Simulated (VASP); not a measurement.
Crystal: Si3Ge2.

```xyz
5
Lattice="2.7456 0.0000 0.0000 -1.3728 2.3777 0.0000 0.0000 0.0000 12.8912" Properties=species:S:1:pos:R:3 pbc="T T T"
Si    0.0000    0.0000   10.3130
Si    0.0000    0.0000    0.0000
Si    0.0000    0.0000    2.5782
Ge    0.0000    0.0000    5.1565
Ge    0.0000    0.0000    7.7347
```

```yaml
Program: VASP 6.6.1
Task: relaxation of cell and atoms
Functional: PBE
Potentials_or_basis: VASP PAW PBE potentials, release 64 (Si, Ge_d)
Cutoff: 600 eV
k_mesh: 6 × 6 × 2
Occupations: gaussian, width 0.1 eV
Spin: no spin polarisation
```

At the start: pressure 3.0 GPa; volume 16.83 Å³/atom.

Question: Where does the relaxation end?

Answer: Over 16 steps the energy falls by 35.2 meV/atom and the volume is 17.29 Å³/atom (+2.7 %); space group P6/mmm (No. 191, to 0.1 Å) before and after.

Step by step:
| step | energy change (eV) | largest force (eV/Å) | pressure (GPa) | volume (Å³) |
| --- | --- | --- | --- | --- |
| 1 | 0.0000 | 0.5349 | 3.02 | 84.16 |
| 2 | -0.1538 | 0.1811 | -1.41 | 87.98 |
| 3 | -0.1538 | 0.1885 | -1.27 | 87.74 |
| 4 | -0.1541 | 0.1850 | -1.31 | 87.85 |
| 5 | -0.1647 | 0.1477 | 0.12 | 86.28 |
| 6 | -0.1648 | 0.1493 | 0.12 | 86.35 |
| 7 | -0.1705 | 0.1070 | 0.45 | 85.91 |
| 8 | -0.1707 | 0.0950 | 0.56 | 85.79 |
| 9 | -0.1739 | 0.0462 | 0.09 | 86.34 |
| 10 | -0.1768 | 0.0559 | 1.52 | 86.65 |
| 11 | -0.1738 | 0.0032 | -0.53 | 87.27 |
| 12 | -0.1744 | 0.0039 | -0.67 | 87.15 |
| 13 | -0.1751 | 0.0216 | -0.46 | 86.90 |
| 14 | -0.1752 | 0.0300 | -0.37 | 86.77 |
| 15 | -0.1752 | 0.0342 | -0.31 | 86.71 |
| 16 | -0.1758 | 0.0093 | -0.08 | 86.45 |

Final structure:
```xyz
5
Lattice="2.7150 0.0000 0.0000 -1.3575 2.3512 0.0000 0.0000 0.0000 13.5430" Properties=species:S:1:pos:R:3 pbc="T T T"
Si    0.0000    0.0000   10.9002
Si    0.0000    0.0000    0.0000
Si    0.0000    0.0000    2.6428
Ge   -1.3575    2.3512    5.3524
Ge    0.0000    0.0000    8.1906
```

Caveat: the k points lie up to 0.45 Å⁻¹ apart in the final cell; the highest band is partly filled, so the run has too few bands.
